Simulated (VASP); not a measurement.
# SnO2 (P4_2/mnm) in VASP: vibrations by perturbation theory with LDA

Aim: the vibrations by perturbation theory of SnO2 with LDA.

Program: VASP 6.6.1. These are calculated values, not measurements. Logs are shortened: lines on timing, memory, paths and dates and some standing lists are left out, and cuts for length are marked.

**1. The cell of the first run**

Symmetry: P4_2/mnm, No. 136, tetragonal system. Conventional cell: a = 4.738 Å, b = 4.738 Å, c = 3.187 Å, α = 90.00°, β = 90.00°, γ = 90.00°. Sn (site symmetry mmm) has 6 O at 2.05 to 2.06 Å within 2.7 Å. Within 2.7 Å of O (site symmetry m2m) lie 3 Sn at 2.05 to 2.06 Å and 1 O at 2.59 Å.

**2. Vibrations by perturbation theory, LDA**

Input file INCAR:

```
PREC     = Accurate       # precision mode
ENCUT    = 520            # plane-wave cutoff, eV
EDIFF    = 1E-8           # SCF threshold, eV
ISMEAR   = 0              # smearing method
SIGMA    = 0.01           # smearing width, eV
LREAL    = F              # projectors in reciprocal space
LASPH    = T              # aspherical terms in the spheres
NELM     = 60             # most SCF steps
ALGO     = Normal         # electronic algorithm
ISIF     = 2              # what is computed and relaxed
LWAVE    = F              # write WAVECAR
LCHARG   = F              # write CHGCAR
NBANDS   = 35             # bands
IBRION   = 8              # ionic algorithm
NSW      = 1              # ionic steps
```

Input file KPOINTS:

```
regular mesh
0
Gamma
  4 4 6
```

Input file POSCAR:

```
SnO2
1.0
    4.7380000000      0.0000000000      0.0000000000
    0.0000000000      4.7380000000      0.0000000000
    0.0000000000      0.0000000000      3.1865000000
Sn O
2 4
Direct
    0.0000000000      0.0000000000      0.0000000000
    0.5000000000      0.5000000000      0.5000000000
    0.3071000000      0.3071000000      0.0000000000
    0.1929000000      0.8071000000      0.5000000000
    0.6929000000      0.6929000000      0.0000000000
    0.8071000000      0.1929000000      0.5000000000
```

Potentials or basis: VASP PAW LDA potentials, release 64 (Sn_d, O).

On the command line:

```bash
$ cat potpaw_LDA.64/Sn_d/POTCAR potpaw_LDA.64/O/POTCAR > POTCAR
$ mpirun -np 1 vasp_std > vasp.out
```

OUTCAR:

```text
PREC = Accurate
   ENCUT = 520
   EDIFF = 1E-8
   ISMEAR = 0
   LREAL = F
   LASPH = T
   NELM = 60
   ISIF = 2
   IBRION = 8
   NSW = 1

 ion  position               nearest neighbor table
   1  0.000  0.000  0.000-   4 2.05   6 2.05   4 2.05   6 2.05   5 2.06   3 2.06   2 3.71   2 3.71
                             2 3.71   2 3.71   2 3.71   2 3.71   2 3.71   2 3.71
   2  0.500  0.500  0.500-   3 2.05   5 2.05   3 2.05   5 2.05   4 2.06   6 2.06   1 3.71   1 3.71
                             1 3.71   1 3.71   1 3.71   1 3.71   1 3.71   1 3.71
   3  0.307  0.307  0.000-   2 2.05   2 2.05   1 2.06
   4  0.193  0.807  0.500-   1 2.05   1 2.05   2 2.06
   5  0.693  0.693  0.000-   2 2.05   2 2.05   1 2.06
   6  0.807  0.193  0.500-   1 2.05   1 2.05   2 2.06

  LATTYP: Found a simple tetragonal cell.
 ALAT       =     4.7380000000
 C/A-ratio  =     0.6725411566

  Lattice vectors:

 A1 = (   4.7380000000,   0.0000000000,   0.0000000000)
 A2 = (   0.0000000000,   4.7380000000,   0.0000000000)
 A3 = (   0.0000000000,   0.0000000000,   3.1865000000)

Analysis of symmetry for initial positions (statically):
=====================================================================
 Subroutine PRICEL returns:
 Original cell was already a primitive cell.

 Routine SETGRP: Setting up the symmetry group for a
 simple tetragonal supercell.
[... 1163 lines left out ...]
  y    -1.14175    -1.83729    -5.70553    -1.78041     0.00000     0.00000
  z     0.00000     0.00000     0.00000     0.00000    -5.57994     6.12163

 SECOND DERIVATIVES (NOT SYMMETRIZED)
 ------------------------------------
               1X          1Y          1Z          2X          2Y          2Z          3X          3Y          3Z          4X          4Y          4Z          5X          5Y          5Z          6X          6Y          6Z
  1X   -24.055636    1.213709    0.000000    9.262120   -0.008949    0.000000    2.584975    3.451543    0.000000    4.811783   -4.053923    0.000000    2.584975    3.451543    0.000000    4.811783   -4.053923    0.000000
  1Y     1.213709  -24.055636    0.000000   -0.008949    9.262120    0.000000    3.451543    2.584975    0.000000   -4.053923    4.811783    0.000000    3.451543    2.584975    0.000000   -4.053923    4.811783    0.000000
  1Z     0.000000    0.000000  -21.164174    0.000000    0.000000    0.207054    0.000000    0.000000    0.392359    0.000000    0.000000   10.086201    0.000000    0.000000    0.392359    0.000000    0.000000   10.086201
  2X     9.262120    0.008949    0.000000  -24.055636   -1.213709    0.000000    4.811783    4.053923    0.000000    2.584975   -3.451543    0.000000    4.811783    4.053923    0.000000    2.584975   -3.451543    0.000000
  2Y     0.008949    9.262120    0.000000   -1.213709  -24.055636    0.000000    4.053923    4.811783    0.000000   -3.451543    2.584975    0.000000    4.053923    4.811783    0.000000   -3.451543    2.584975    0.000000
  2Z     0.000000    0.000000    0.207054    0.000000    0.000000  -21.164174    0.000000    0.000000   10.086201    0.000000    0.000000    0.392359    0.000000    0.000000   10.086201    0.000000    0.000000    0.392359
  3X     2.607936    3.458142    0.000000    4.784444    4.070629    0.000000  -13.517122   -9.909503    0.000000   -0.300339    0.450818    0.000000    2.576158    2.387361    0.000000    3.848923   -0.457447    0.000000
  3Y     3.458142    2.607936    0.000000    4.070629    4.784444    0.000000   -9.909503  -13.517122    0.000000   -0.457447    3.848923    0.000000    2.387361    2.576158    0.000000    0.450818   -0.300339    0.000000
  3Z     0.000000    0.000000    0.378763    0.000000    0.000000   10.084905    0.000000    0.000000  -13.587118    0.000000    0.000000    1.736046    0.000000    0.000000   -0.348642    0.000000    0.000000    1.736046
  4X     4.784444   -4.070629    0.000000    2.607936   -3.458142    0.000000   -0.300339   -0.450818    0.000000  -13.517122    9.909503    0.000000    3.848923    0.457447    0.000000    2.576158   -2.387361    0.000000
  4Y    -4.070629    4.784444    0.000000   -3.458142    2.607936    0.000000    0.457447    3.848923    0.000000    9.909503  -13.517122    0.000000   -0.450818   -0.300339    0.000000   -2.387361    2.576158    0.000000
  4Z     0.000000    0.000000   10.084905    0.000000    0.000000    0.378763    0.000000    0.000000    1.736046    0.000000    0.000000  -13.587118    0.000000    0.000000    1.736046    0.000000    0.000000   -0.348642
  5X     2.607936    3.458142    0.000000    4.784444    4.070629    0.000000    2.576158    2.387361    0.000000    3.848923   -0.457447    0.000000  -13.517122   -9.909503    0.000000   -0.300339    0.450818    0.000000
  5Y     3.458142    2.607936    0.000000    4.070629    4.784444    0.000000    2.387361    2.576158    0.000000    0.450818   -0.300339    0.000000   -9.909503  -13.517122    0.000000   -0.457447    3.848923    0.000000
  5Z     0.000000    0.000000    0.378763    0.000000    0.000000   10.084905    0.000000    0.000000   -0.348642    0.000000    0.000000    1.736046    0.000000    0.000000  -13.587118    0.000000    0.000000    1.736046
  6X     4.784444   -4.070629    0.000000    2.607936   -3.458142    0.000000    3.848923    0.457447    0.000000    2.576158   -2.387361    0.000000   -0.300339   -0.450818    0.000000  -13.517122    9.909503    0.000000
  6Y    -4.070629    4.784444    0.000000   -3.458142    2.607936    0.000000   -0.450818   -0.300339    0.000000   -2.387361    2.576158    0.000000    0.457447    3.848923    0.000000    9.909503  -13.517122    0.000000
  6Z     0.000000    0.000000   10.084905    0.000000    0.000000    0.378763    0.000000    0.000000    1.736046    0.000000    0.000000   -0.348642    0.000000    0.000000    1.736046    0.000000    0.000000  -13.587118

 Eigenvectors and eigenvalues of the dynamical matrix
 ----------------------------------------------------

   1 f  =   22.603396 THz   142.021323 2PiTHz  753.968118 cm-1    93.480091 meV
             X         Y         Z           dx          dy          dz
      0.000000  0.000000  0.000000    -0.000000   -0.000000    0.000000
      2.369000  2.369000  1.593250    -0.000000   -0.000000    0.000000
      1.455040  1.455040  0.000000    -0.353553   -0.353553   -0.000000
      0.913960  3.824040  1.593250    -0.353553    0.353553    0.000000
      3.282960  3.282960  0.000000     0.353553    0.353553   -0.000000
      3.824040  0.913960  1.593250     0.353553   -0.353553    0.000000
[... 145 lines left out ...]
  18 f/i=    0.005216 THz     0.032772 2PiTHz    0.173983 cm-1     0.021571 meV
             X         Y         Z           dx          dy          dz
      0.000000  0.000000  0.000000     0.146630   -0.609987    0.000000
      2.369000  2.369000  1.593250     0.146699   -0.610003    0.000000
      1.455040  1.455040  0.000000     0.054159   -0.224313    0.000000
      0.913960  3.824040  1.593250     0.053678   -0.224198    0.000000
      3.282960  3.282960  0.000000     0.054159   -0.224313    0.000000
      3.824040  0.913960  1.593250     0.053678   -0.224198    0.000000

--------------------------------------------------------------------------------------------------------

 ELASTIC MODULI CONTR FROM IONIC RELAXATION (kBar)
 Direction    XX          YY          ZZ          XY          YZ          ZX
 --------------------------------------------------------------------------------
 XX         -56.0560     21.9793    -65.2643     -0.0000     -0.0000     -0.0000
 YY          21.9793    -56.0560    -65.2643      0.0000      0.0000      0.0000
 ZZ         -65.2643    -65.2643   -249.9913      0.0000      0.0000      0.0000
 XY          -0.0000      0.0000      0.0000    -16.8423     -0.0000     -0.0000
 YZ          -0.0000      0.0000      0.0000     -0.0000   -210.7115     -0.0000
 ZX          -0.0000      0.0000      0.0000     -0.0000     -0.0000   -253.6078
 --------------------------------------------------------------------------------
```

OSZICAR:

```text
N       E                     dE             d eps       ncg     rms          rms(c)
DAV:   1     0.623409695667E+03    0.62341E+03   -0.25652E+04  1882   0.232E+03
DAV:   2     0.528304171587E+02   -0.57058E+03   -0.53757E+03  1808   0.609E+02
DAV:   3    -0.431251235829E+02   -0.95956E+02   -0.94380E+02  1777   0.208E+02
DAV:   4    -0.483114748416E+02   -0.51864E+01   -0.51458E+01  2164   0.515E+01
[... 93 lines left out ...]
RMM:  13    -0.354624396451E+00   -0.18103E-07   -0.39289E-07  4722   0.148E-04    0.322E-07
RMM:  14    -0.354624393767E+00    0.26843E-08    0.27625E-07  4275   0.147E-04    0.183E-07
RMM:  15    -0.354624395408E+00   -0.16405E-08    0.54149E-07  4230   0.147E-04    0.120E-07
RMM:  16    -0.354624394196E+00    0.12116E-08   -0.12321E-07  4110   0.147E-04    0.654E-08
 Linear response finished
```

Run time: 8.9 min. Hardware: 1 thread of Intel Xeon Platinum 8488C (Sapphire Rapids), shared host; peak memory 0.43 GiB.

Results:

```yaml
Highest_phonon_frequency_at_Γ_LO-TO_splitting_left_out: 754 cm⁻¹
```

Phonon frequencies in cm⁻¹ (negative: imaginary):
| q point | frequencies |
| --- | --- |
| (0.000, 0.000, 0.000) | 0 0 0 97 149 225 225 277 277 346 474 474 475 568 596 596 630 754 |

Caveat: spin-orbit coupling is left out, which moves the levels of the heavy elements.
